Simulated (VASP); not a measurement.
A run of VASP 6.6.1 is set up as follows.

Contents of INCAR:

```
ALGO = Normal
EDIFF = 1E-6
ENCUT = 520
GGA = PS
ISIF = 2
ISMEAR = -1
LASPH = T
LCHARG = F
LREAL = F
LWAVE = F
NBANDS = 8
NELM = 60
PREC = Accurate
SIGMA = 0.05
```

File KPOINTS:

```
k-points
0
Gamma
  10 10 10
```

Contents of POSCAR:

```
Sb
1.0
    0.0000000000      2.2076196747      2.2076196747
    2.2076196747      0.0000000000      2.2076196747
    2.2076196747      2.2076196747      0.0000000000
Sb
1
Direct
    0.0000000000      0.0000000000      0.0000000000
```

Potentials or basis: VASP PAW PBE potentials, release 64 (Sb).

Command:

```console
$ cat potpaw_PBE.64/Sb/POTCAR > POTCAR
$ mpirun -np 1 vasp_std > vasp.out
```

Task: What does it give for the pressure?

Result: 20.3 GPa.

Task: Estimate the band gap on the k mesh.

Result: Zero (an odd number of electrons rules out a gap without spin polarisation).

Caveat: the cell stands under pressure; the PAW data sets were made with another functional, which shifts forces and pressure a little; spin-orbit coupling is left out, which moves the levels of the heavy elements.
